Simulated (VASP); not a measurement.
# HfB (Fm-3m) in VASP: notebook

HfB is run at these levels: r2SCAN; tasks: single point, relaxation of cell and atoms.

Program: VASP 6.6.1. These are calculated values, not measurements. Logs are shortened: lines on timing, memory, paths and dates and some standing lists are left out, and cuts for length are marked.

**1. The cell of the first run**

The structure is cubic, space group Fm-3m (No. 225). Conventional cell: a = 4.743 Å, b = 4.743 Å, c = 4.743 Å, α = 90.00°, β = 90.00°, γ = 90.00°. Hf (site symmetry m-3m) has 6 B at 2.37 Å within 3.1 Å. B (site symmetry m-3m) has 6 Hf at 2.37 Å within 3.1 Å.

**2. Single point, r2SCAN**

File POSCAR:

```
HfB
1.0
    0.0000000000      2.3714997769      2.3714997769
    2.3714997769      0.0000000000      2.3714997769
    2.3714997769      2.3714997769      0.0000000000
Hf B
1 1
Direct
    0.5000000000      0.5000000000      0.5000000000
    0.0000000000      0.0000000000      0.0000000000
```

File INCAR.step1:

```
  PREC = Accurate
  ENCUT = 520
  ISMEAR = -1
  SIGMA = 0.05
  LREAL = False
  LASPH = True
  NELM = 60
  NBANDS = 14
  GGA = PE
  ALGO = Normal
  EDIFF = 1E-4
  LWAVE = True
  LCHARG = False
```

File INCAR.step2:

```
  PREC = Accurate
  ENCUT = 520
  EDIFF = 1E-6
  ISMEAR = -1
  SIGMA = 0.05
  LREAL = False
  LASPH = True
  NELM = 60
  ALGO = Normal
  ISIF = 2
  LWAVE = False
  LCHARG = False
  METAGGA = R2SCAN
  LMIXTAU = True
  NBANDS = 14
  ISTART = 1
```

File KPOINTS:

```
Automatic mesh
0
Gamma
  10 10 10
```

Potentials or basis: VASP PAW PBE potentials, release 64 (Hf_pv, B).

Command:

```
> cat potpaw_PBE.64/Hf_pv/POTCAR potpaw_PBE.64/B/POTCAR > POTCAR
> cp INCAR.step1 INCAR
> mpirun -np 1 vasp_std > vasp.out
> cp INCAR.step2 INCAR
> mpirun -np 1 vasp_std > vasp.out
```

OUTCAR:

```text
PREC = Accurate
   ENCUT = 520
   EDIFF = 1E-6
   ISMEAR = -1
   LREAL = False
   LASPH = True
   NELM = 60
   ISIF = 2
   METAGGA = R2SCAN
   ISTART = 1

 ion  position               nearest neighbor table
   1  0.500  0.500  0.500-   2 2.37   2 2.37   2 2.37   2 2.37   2 2.37   2 2.37
   2  0.000  0.000  0.000-   1 2.37   1 2.37   1 2.37   1 2.37   1 2.37   1 2.37

  LATTYP: Found a face centered cubic cell.
 ALAT       =     4.7429995538

  Lattice vectors:

 A1 = (   0.0000000000,   2.3714997769,   2.3714997769)
 A2 = (   2.3714997769,   0.0000000000,   2.3714997769)
 A3 = (   2.3714997769,   2.3714997769,   0.0000000000)

Analysis of symmetry for initial positions (statically):
=====================================================================
 Subroutine PRICEL returns:
 Original cell was already a primitive cell.

 Routine SETGRP: Setting up the symmetry group for a
 face centered cubic supercell.

 Subroutine GETGRP returns: Found 48 space group operations
 (whereof 48 operations were pure point group operations)
 out of a pool of 48 trial point group operations.

The static configuration has the point symmetry O_h .

Analysis of symmetry for dynamics (positions and initial velocities):
=====================================================================
 Subroutine PRICEL returns:
 Original cell was already a primitive cell.

 Routine SETGRP: Setting up the symmetry group for a
 face centered cubic supercell.

 Subroutine GETGRP returns: Found 48 space group operations
 (whereof 48 operations were pure point group operations)
 out of a pool of 48 trial point group operations.

The dynamic configuration has the point symmetry O_h .

 Subroutine INISYM returns: Found 48 space group operations
 (whereof 48 operations are pure point group operations),
 and found     1 'primitive' translations

----------------------------------------------------------------------------------------

                                     Primitive cell

  volume of cell :      26.6747

  direct lattice vectors                    reciprocal lattice vectors
     0.000000000  2.371499777  2.371499777    -0.210837043  0.210837043  0.210837043
     2.371499777  0.000000000  2.371499777     0.210837043 -0.210837043  0.210837043
     2.371499777  2.371499777  0.000000000     0.210837043  0.210837043 -0.210837043

  length of vectors
     3.353807148  3.353807148  3.353807148     0.365180470  0.365180470  0.365180470

  position of ions in fractional coordinates (direct lattice)
     0.500000000  0.500000000  0.500000000
[... 90 lines left out ...]
   NUPDOWN=      -1.0000    fix difference up-down
   EMIN   =  10.00;   EMAX   =-10.00  energy-range for DOS
   EFERMI =   0.00;   METHOD = LEGACY
   ISMEAR =    -1;   SIGMA  =   0.05  broadening in eV -4-tet -1-fermi 0-gaus
   EFERMI_NEDOS =   21; number of points for ismear=-14 and -15
   IALGO  =     38    algorithm
   IMIX   =      4    mixing-type and parameters
     AMIX     =   0.40;   BMIX     =  1.00
     AMIX_MAG =   1.60;   BMIX_MAG =  1.00
  volume/ion in A,a.u.               =      13.34        90.00
  Fermi-wavevector in a.u.,A,eV,Ry     =   1.288317  2.434567 22.582428  1.659762
  Thomas-Fermi vector in A             =   2.420278
   LORBIT       =      0    0 simple, 1 ext, 2 COOP (PROOUT), +10 PAW based schemes
   METAGGA = R2SCAN    functional components
   LHFCALC =     F    Hartree Fock is set to
   AEXX    =    0.0000 exact exchange contribution
   IVDW    =     0    specifies the selected vdW correction
   LEPSILON=     F    determine dielectric tensor
   LRPA    =     F    only Hartree local field effects (RPA)
 non-spin polarized calculation
  energy-cutoff  :      520.00
  volume of cell :       26.67
 maximum number of plane-waves:       728
 NGX is ok and might be reduce to    28
   NGX = 13   NGY = 13   NGZ = 13

 number of electron      12.9999999 magnetization

 Free energy of the ion-electron system (eV)
  ---------------------------------------------------
  ext. energy  EPLUGINS =         0.00000000
  ---------------------------------------------------
  free energy    TOTEN  =       -53.39739927 eV

  energy without entropy =      -53.38434410  energy(sigma->0) =      -53.39087169

 E-fermi :   4.5267     XC(G=0): -12.8036

 val. band max:        4.5160614306   @ k =  -0.4000   0.4000   0.1000
 cond. band min:       4.5532646689   @ k =   0.3000   0.3000   0.0000
 fundamental gap:      0.0372032384
 Fermi energy:         4.5266742938

 k-point     1 :       0.0000    0.0000    0.0000
  band No.  band energies     occupation
      1     -25.2828      2.00000
      2     -25.2828      2.00000
      3     -25.2828      2.00000
      4      -5.3686      2.00000
      5       6.9282      0.00000
      6       6.9282      0.00000
      7       6.9283      0.00000
      8       8.4804      0.00000
      9       8.4804      0.00000
     10       8.4804      0.00000
     11       8.6257      0.00000
     12       8.6257      0.00000
     13      16.4816      0.00000
     14      17.1690      0.00000
[... 377 lines left out ...]
      1     -25.7012      2.00000
      2     -25.4527      2.00000
      3     -25.4352      2.00000
      4      -2.4883      2.00000
      5       2.2309      2.00000
      6       3.9264      1.99999
      7       5.8070      0.00000
      8       6.6488      0.00000
      9      10.6194      0.00000
     10      12.3171      0.00000
     11      12.5702      0.00000
     12      16.5462      0.00000
     13      16.9168      0.00000
     14      18.2767      0.00000

 [... further k-points ...]

------------------------ aborting loop because EDIFF is reached ----------------------------------------

  FORCE on cell =-STRESS in cart. coord.  units (eV):
  Direction    XX          YY          ZZ          XY          YZ          ZX
  --------------------------------------------------------------------------------------
  -------------------------------------------------------------------------------------
  Total        1.6822625      1.6822625      1.6822625      0.0000000      0.0000000     -0.0000000
  in kB      101.0427305    101.0427305    101.0427305      0.0000000      0.0000000     -0.0000000
  external PRESSURE =     101.0427305 kB  Pullay stress =       0.0000000 kB

 VOLUME and BASIS-vectors are now :
 -----------------------------------------------------------------------------
  energy-cutoff  :      520.00
  volume of cell :       26.67
      direct lattice vectors                 reciprocal lattice vectors
     0.000000000  2.371499777  2.371499777    -0.210837043  0.210837043  0.210837043
     2.371499777  0.000000000  2.371499777     0.210837043 -0.210837043  0.210837043
     2.371499777  2.371499777  0.000000000     0.210837043  0.210837043 -0.210837043

 POSITION                                       TOTAL-FORCE (eV/Angst)
 -----------------------------------------------------------------------------------
      2.37150      2.37150      2.37150        -0.000000     -0.000000     -0.000000
      0.00000      0.00000      0.00000         0.000000      0.000000      0.000000
 -----------------------------------------------------------------------------------
    total drift:                                0.000000      0.000000      0.000000

  FREE ENERGIE OF THE ION-ELECTRON SYSTEM (eV)
  ---------------------------------------------------
  free  energy   TOTEN  =       -53.3973992692 eV

  energy  without entropy=      -53.3843441023  energy(sigma->0) =      -53.39087169
```

OUTCAR.step1:

```text
PREC = Accurate
   ENCUT = 520
   ISMEAR = -1
   LREAL = False
   LASPH = True
[... 629 lines left out ...]
      2.37150      2.37150      2.37150         0.000000      0.000000      0.000000
      0.00000      0.00000      0.00000        -0.000000     -0.000000     -0.000000
 -----------------------------------------------------------------------------------
    total drift:                                0.000000      0.000000      0.000000

  FREE ENERGIE OF THE ION-ELECTRON SYSTEM (eV)
  ---------------------------------------------------
  free  energy   TOTEN  =       -17.4052996908 eV

  energy  without entropy=      -17.3911651817  energy(sigma->0) =      -17.39823244
```

Run time: 2.5 min. Hardware: 1 thread of AMD EPYC 7R43 (Zen 3), shared host; peak memory 0.15 GiB.

Results:

```
Free energy            : -53.3974 eV
Pressure               : 10.1 GPa
Band gap on the k mesh : zero (an odd number of electrons rules out a gap without spin polarisation)
```

Levels at points of the mesh, in eV from the Fermi level:
```csv
k point,band 4,band 5,band 6,band 7,band 8,band 9,band 10,band 11
"(0.00, 0.00, 0.00)",-9.90,2.40,2.40,2.40,3.95,3.95,3.95,4.10
"(0.50, 0.00, 0.00)",-4.96,-4.81,-1.28,-1.28,6.43,6.43,7.45,8.39
"(0.50, 0.50, 0.00)",-7.01,-1.33,-0.82,2.18,2.18,5.95,7.69,7.69
```

Caveat: the cell stands under pressure; the PAW data sets were made with another functional, which shifts forces and pressure a little; spin-orbit coupling is left out, which moves the levels of the heavy elements.

[end of part 1 of 3]
